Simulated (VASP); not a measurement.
Runs of VASP 6.6.1 on SiC. The structure is that of space group Cm (No. 8), or close to it. The cells are those of the table. 

```csv
cell,gap on the mesh (eV),pressure (GPa),largest force (eV/Å)
"a = 3.097, b = 3.097, c = 15.817 Å, angles 75.8, 75.8, 60.0°, 12 atoms",0.66,(b),2.04
"a = 3.097, b = 3.097, c = 15.231 Å, angles 85.6, 85.6, 60.0°, 12 atoms",(a),(c),2.25
"a = 3.097, b = 3.097, c = 15.336 Å, angles 82.7, 82.7, 60.0°, 12 atoms",0.57,-0.2,1.54
"a = 3.097, b = 3.097, c = 15.491 Å, angles 79.9, 79.9, 60.0°, 12 atoms",0.87,-2.0,0.75
"a = 3.097, b = 3.097, c = 15.178 Å, angles 88.5, 88.5, 60.0°, 12 atoms",1.04,-0.2,1.24
```

Alike in all rows: task single point; level PBE; potentials or basis VASP PAW PBE potentials, release 64 (Si, C); no spin polarisation; k mesh 10 × 10 × 2; cutoff (eV) 520; smearing gaussian 0.05 eV.

Estimate the missing entries.

(a) 0.26; (b) -1.1; (c) 0.1.

Caveats: forces of over 1 eV/Å act on the atoms, so gaps and moduli don't describe the material at rest (at least some runs).

A k mesh can miss the band edges.
